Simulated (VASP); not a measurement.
A run of VASP 6.6.1 is set up as follows.

File POSCAR:

```
CdI2
1.0
    4.2470087284      0.0000000000      0.0000000000
   -2.1235043642      3.6780174489      0.0000000000
    0.0000000000      0.0000000000      6.8950251473
Cd I
1 2
Direct
    0.0000000000      0.0000000000      0.0000000000
    0.3333333333      0.6666666667      0.2493934756
    0.6666666667      0.3333333333      0.7506065244
```

INCAR.step1

```
PREC = Accurate ; ENCUT = 550
ISMEAR = 0 ; SIGMA = 0.01
LREAL = False ; LASPH = True
NELM = 120 ; NBANDS = 20
GGA = PE ; ALGO = Normal
EDIFF = 1E-5 ; LWAVE = True
LCHARG = False ; GGA_COMPAT = False
```

INCAR.step2

```
PREC = Accurate ; ENCUT = 550
EDIFF = 1E-6 ; ISMEAR = 0
SIGMA = 0.01 ; LREAL = False
LASPH = True ; NELM = 120
ALGO = Normal ; ISIF = 2
LWAVE = False ; LCHARG = False
METAGGA = R2SCAN ; LMIXTAU = True
NBANDS = 20 ; ISTART = 1
GGA_COMPAT = False
```

KPOINTS

```
regular mesh
0
Gamma
  6 6 4
```

Potentials or basis: VASP PAW PBE potentials, release 64 (Cd, I).

Command:

```sh
$ cat potpaw_PBE.64/Cd/POTCAR potpaw_PBE.64/I/POTCAR > POTCAR
$ cp INCAR.step1 INCAR
$ mpirun -np 1 vasp_std > vasp.out
$ cp INCAR.step2 INCAR
$ mpirun -np 1 vasp_std > vasp.out
```

**Question.** Estimate the largest force.

**Answer.** 0.019 eV/Å.

**Question.** Estimate the pressure.

**Answer.** 1.0 GPa.

Forces in eV/Å, atoms in the order of the input:
```
Cd   0.000  0.000  0.000
I    0.000  0.000  0.019
I    0.000  0.000 -0.019
```

Caveat: the PAW data sets were made with another functional, which shifts forces and pressure a little.
